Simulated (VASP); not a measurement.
**MgO (base): density of states with PBE**

Crystal: MgO (base).

```xyz
2
Lattice="0.0000 2.0426 2.0426 2.0426 0.0000 2.0426 2.0426 2.0426 0.0000" Properties=species:S:1:pos:R:3 pbc="T T T"
Mg    0.0000    0.0000    0.0000
O     2.0426    2.0426    2.0426
```

* Program: VASP 6.6.1
* Task: density of states
* Functional: PBE
* Potentials or basis: VASP PAW PBE potentials, release 64 (Mg, O)
* Cutoff: 520 eV
* k mesh: 10 × 10 × 10
* Occupations: gaussian, width 0.02 eV
* Spin: no spin polarisation
* Dipole correction: no
* k mesh for the DOS: 15 × 15 × 15
* Occupations for the DOS: tetrahedron
* Further INCAR settings: ALGO = Normal; EDIFF = 1e-06; NBANDS = 11

```yaml
Valence_electrons_inside_the_program's_atomic_spheres: Mg 0.47; O 5.16
```

Levels at points of the mesh, in eV from the valence-band top:
| k point | band 1 | band 2 | band 3 | band 4 | band 5 | band 6 | band 7 | band 8 | band 9 |
| --- | --- | --- | --- | --- | --- | --- | --- | --- | --- |
| (0.00, 0.00, 0.00) | -17.76 | 0.00 | 0.00 | 0.00 | 5.67 | 16.32 | 16.32 | 16.32 | 20.48 |

Wall time 30 s on 1 thread of Intel Xeon 8259CL, with other jobs on the host, peak memory 0.15 GiB.
